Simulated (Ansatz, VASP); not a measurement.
# KAgBiBr2 in VASP and in Ansatz

Contents of INCAR:

```
SYSTEM = KAgBiBr2
PREC = Accurate
ENCUT = 520
EDIFF = 1E-6
ISMEAR = -1
SIGMA = 0.1
LREAL = .False.
LASPH = .True.
NELM = 60
ALGO = Normal
ISIF = 2
LWAVE = .False.
LCHARG = .False.
GGA = PE
NBANDS = 60
```

Contents of KPOINTS:

```
regular mesh
0
Gamma
  5 5 2
  0 0 0
```

The input POSCAR:

```
KAgBiBr2
1.0
    4.2873650000      0.0000000000      0.0000000000
    2.1436820000     -7.4022090000      0.0000000000
    0.0000000000      0.0000000000     -9.5269980000
Br Bi Ag K
4 2 2 2
Direct
    0.3437800000      0.3124400000      0.4378500000
    0.6562200000      0.6875600000      0.9378500000
    0.6562200000      0.6875600000      0.5621500000
    0.3437800000      0.3124400000      0.0621500000
    0.2915200000      0.4169600000      0.7500000000
    0.7084800000      0.5830400000      0.2500000000
    0.0000000000      0.0000000000      0.5000000000
    0.0000000000      0.0000000000      0.0000000000
    0.9190300000      0.1619400000      0.7500000000
    0.0809700000      0.8380600000      0.2500000000
```

Input for Ansatz:

```yaml
crystal:
  lattice:
    - [4.287365, 0.0, 0.0]
    - [2.143682, -7.402209, 0.0]
    - [0.0, 0.0, -9.526998]
  atoms:
    - { symbol: Br, position: [0.34378, 0.31244, 0.43785] }
    - { symbol: Br, position: [0.65622, 0.68756, 0.93785] }
    - { symbol: Br, position: [0.65622, 0.68756, 0.56215] }
    - { symbol: Br, position: [0.34378, 0.31244, 0.06215] }
    - { symbol: Bi, position: [0.29152, 0.41696, 0.75] }
    - { symbol: Bi, position: [0.70848, 0.58304, 0.25] }
    - { symbol: Ag, position: [0.0, 0.0, 0.5] }
    - { symbol: Ag, position: [0.0, 0.0, 0.0] }
    - { symbol: K, position: [0.91903, 0.16194, 0.75] }
    - { symbol: K, position: [0.08097, 0.83806, 0.25] }
  symmetry: { tolerance: 0.0003 }
kpoints:
  mp_grid: { grid: [5, 5, 2], shift: [0, 0, 0] }
magnetization:
  spin_polarized: false
scf:
  occupations: { method: fermi_dirac }
  initial_density: { chi_scale: 0.0 }
hamiltonian:
  pseudopotentials: { kind: paw }
  xc: pbe
basis:
  ecutwfc: 420
output:
  forces: true
  stress: true
  eigenvalues: true
accuracy: medium
```

Alike in both runs: task single point; functional PBE; k mesh 5 × 5 × 2; no spin polarisation.

```csv
,VASP,Ansatz
version,VASP 6.6.1,Ansatz 0.2.0
potentials or method,"VASP PAW PBE potentials, release 64 (Br, Bi_d, Ag, K_sv), cutoff 520 eV",PAW plane waves
occupations,"fermi-dirac, width 0.1 eV",fermi-dirac
valence electrons in the cell,98,114
```

```tsv
	VASP	Ansatz	Ansatz less VASP
gap on the k mesh at the Fermi level (eV)	none	none	-
pressure (GPa)	5.5	5.4	-0.06
traceless stress, the component that is largest in VASP (GPa)	-0.20	-0.23	-0.032
rms of the force components (eV/Å)	0.875	0.870	-0.0049
```

Atom by atom the forces differ by 0.006 eV/Å (rms over components). A gap of «none» marks a metal or a gap that the smearing closes. VASP's potentials hold 98 valence electrons a cell and Ansatz's 114, so a difference there can come from the potentials and not from the codes.

Spin-orbit coupling is off throughout.
